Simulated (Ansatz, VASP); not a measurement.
KC: VASP beside Ansatz

INCAR

```
SYSTEM = KC
PREC = Accurate
ENCUT = 520
EDIFF = 1E-6
ISMEAR = 0
SIGMA = 0.1
LREAL = .FALSE.
LASPH = .TRUE.
NELM = 100
ALGO = Normal
ISIF = 2
LWAVE = .FALSE.
LCHARG = .FALSE.
GGA = PE
NBANDS = 21
```

KPOINTS

```
regular mesh
0
G
  6 6 4
  0 0 0
```

Contents of POSCAR:

```
KC
1.0
    4.3786409800      0.0000000000      0.0000000000
   -2.1893204900      3.7920143200      0.0000000000
    0.0000000000      0.0000000000      6.0605287400
K C
2 2
Direct
    0.3333333300      0.6666666700      0.2500000000
    0.6666666700      0.3333333300      0.7500000000
    0.3333333300      0.6666666700      0.7500000000
    0.6666666700      0.3333333300      0.2500000000
```

Input for Ansatz:

```yaml
crystal:
  lattice:
    - [4.37864098, 0.0, 0.0]
    - [-2.18932049, 3.79201432, 0.0]
    - [0.0, 0.0, 6.06052874]
  atoms:
    - { symbol: K, position: [0.33333333, 0.66666667, 0.25] }
    - { symbol: K, position: [0.66666667, 0.33333333, 0.75] }
    - { symbol: C, position: [0.33333333, 0.66666667, 0.75] }
    - { symbol: C, position: [0.66666667, 0.33333333, 0.25] }
basis:
  ecutwfc: 420
kpoints:
  mp_grid: { grid: [6, 6, 4] }
hamiltonian:
  xc: pbe
scf:
  occupations: { method: gaussian, width: 0.1 }
  lower_state_search: "off"
output:
  forces: true
  stress: true
  eigenvalues: true
```

Alike in both runs: task single point; functional PBE; k mesh 6 × 6 × 4; occupations gaussian, width 0.1 eV; no spin polarisation.

|  | VASP | Ansatz |
| --- | --- | --- |
| version | VASP 6.6.1 | Ansatz 0.2.0 |
| potentials or method | VASP PAW PBE potentials, release 64 (K_sv, C), cutoff 520 eV | scalar-relativistic, plane waves, PAW |
| valence electrons in the cell | 26 | 26 |

|  | VASP | Ansatz | Ansatz less VASP |
| --- | --- | --- | --- |
| gap on the k mesh at the Fermi level (eV) | none | none | - |
| pressure (GPa) | 6.0 | 5.8 | -0.17 |
| traceless stress, the component that is largest in VASP (GPa) | -4.66 | -4.54 | +0.125 |

A gap of «none» marks a metal or a gap that the smearing closes. With one functional, cell and mesh, what is left measures potentials, basis and numerics.
